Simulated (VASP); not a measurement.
A run of VASP 6.6.1 is set up as follows.

Contents of INCAR:

```
SYSTEM = Zr2SiC2
ALGO = Normal ; EDIFF = 1E-6
ENCUT = 520 ; GGA = PE
ISIF = 2 ; ISMEAR = 0
LASPH = .True. ; LCHARG = .True.
LELF = .True. ; LREAL = .False.
LVHAR = .True. ; LWAVE = .False.
NBANDS = 26 ; NELM = 80
PREC = Accurate ; SIGMA = 0.1
```

The input KPOINTS:

```
k-points
0
Gamma
  6 6 6
  0 0 0
```

POSCAR

```
Zr2SiC2
1.0
   -2.1761664400      2.1761664400      4.3919681100
    2.1761664400     -2.1761664400      4.3919681100
    2.1761664400      2.1761664400     -4.3919681100
Zr Si C
2 1 2
Direct
    0.7500000000      0.2500000000      0.5000000000
    0.2500000000      0.7500000000      0.5000000000
    0.5000000000      0.5000000000      0.0000000000
    0.8393590900      0.8393590900      0.0000000000
    0.1606409100      0.1606409100      0.0000000000
```

Potentials or basis: VASP PAW PBE potentials, release 64 (Zr_sv, Si, C).

Command:

```bash
$ cat potpaw_PBE.64/Zr_sv/POTCAR potpaw_PBE.64/Si/POTCAR potpaw_PBE.64/C/POTCAR > POTCAR
$ mpirun -np 1 vasp_std > vasp.out
```

Question: What does it give for the pressure?

Answer: -4.7 GPa.

Question: Estimate the largest force.

Answer: 1.649 eV/Å.

Question: Predict the band gap on the k mesh.

Answer: Zero (band 18 reaches 7.03 eV, above the bottom of band 19 at 6.13 eV).

Forces on the atoms (eV/Å):
```
Zr   0.000  0.000  0.000
Zr   0.000  0.000  0.000
Si   0.000  0.000  0.000
C    0.000  0.000 -1.649
C    0.000  0.000  1.649
```

Caveat: forces of over 1 eV/Å act on the atoms, so gaps and moduli don't describe the material at rest.
